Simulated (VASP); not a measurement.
Here is a VASP 6.6.1 calculation.

File INCAR:

```
SYSTEM = MgSi3N2
ALGO = Normal ; EDIFF = 1E-6
ENCUT = 520 ; GGA = PE
ISIF = 2 ; ISMEAR = 0
ISPIN = 2 ; LASPH = .TRUE.
LCHARG = .FALSE. ; LORBIT = 11
LREAL = .FALSE. ; LWAVE = .FALSE.
MAGMOM = 0 0 0 0 1 1 ; NBANDS = 25
NELM = 150 ; PREC = Accurate
SIGMA = 0.1
```

KPOINTS

```
k-points
0
G
  6 6 6
  0 0 0
```

File POSCAR:

```
MgSi3N2
1.0
    2.4364301200      1.4066735900      3.9402007400
   -2.4364301200      1.4066735900      3.9402007400
    0.0000000000     -2.8133471700      3.9402007400
Mg Si N
1 3 2
Direct
    0.0000000000      0.0000000000      0.0000000000
    0.0000000000      0.5000000000      0.0000000000
    0.5000000000      0.0000000000      0.0000000000
    0.0000000000      0.0000000000      0.5000000000
    0.6225940000      0.6225940000      0.6225940000
    0.3774060000      0.3774060000      0.3774060000
```

Potentials or basis: VASP PAW PBE potentials, release 64 (Mg, Si, N).

Run with:

```sh
$ cat potpaw_PBE.64/Mg/POTCAR potpaw_PBE.64/Si/POTCAR potpaw_PBE.64/N/POTCAR > POTCAR
$ mpirun -np 1 vasp_std > vasp.out
```

Question: Estimate the largest force.

Answer: 0.429 eV/Å.

Question: What does it give for the pressure?

Answer: 6.3 GPa.

Stress tensor (GPa, compression positive):
```
 1.72  0.00  0.00
 0.00  1.72  0.00
 0.00  0.00 15.35
```

Caveat: the stress differs along the axes, from 2 to 15 GPa.
